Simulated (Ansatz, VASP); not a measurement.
# One calculation of Ba2IrWO6, two programs

```
Ba Ir W O
1.0
     0.00000    5.54107    0.00000
     5.54107    0.00000    0.00000
     2.77053    2.77053   -4.30020
Ba Ir W O
2 1 1 6
Direct
  0.75000 0.25000 0.50000
  0.25000 0.75000 0.50000
  0.00000 0.00000 0.00000
  0.50000 0.50000 0.00000
  0.23800 0.27200 0.00000
  0.27200 0.76200 0.00000
  0.76200 0.72800 0.00000
  0.72800 0.23800 0.00000
  0.28000 0.28000 0.44000
  0.72000 0.72000 0.56000
```

Alike in both runs: task single point; functional PBE; k mesh 4 × 4 × 4; no spin polarisation.

|  | VASP | Ansatz |
| --- | --- | --- |
| version | VASP 6.6.1 | Ansatz 0.2.0 |
| potentials or method | VASP PAW PBE potentials, release 64 (Ba_sv, Ir, W_sv, O), cutoff 520 eV | PAW plane waves |
| occupations | methfessel-paxton of order 1, width 0.0863 eV | cold, width 0.0863 eV |
| valence electrons in the cell | 79 | 87 |

|  | VASP | Ansatz | Ansatz less VASP |
| --- | --- | --- | --- |
| gap on the k mesh at the Fermi level (eV) | none | none | - |
| pressure (GPa) | 14.8 | 12.1 | -2.66 |
| traceless stress, the component that is largest in VASP (GPa) | 2.21 | 2.53 | +0.311 |
| rms of the force components (eV/Å) | 0.364 | 0.323 | -0.0412 |

Atom by atom the forces differ by 0.047 eV/Å (rms over components). A gap of «none» marks a metal or a gap that the smearing closes. VASP's potentials hold 79 valence electrons a cell and Ansatz's 87, so a difference there can come from the potentials and not from the codes.

The k mesh is coarse, so the values compare programs but aren't converged. Neither program's run includes spin-orbit coupling.
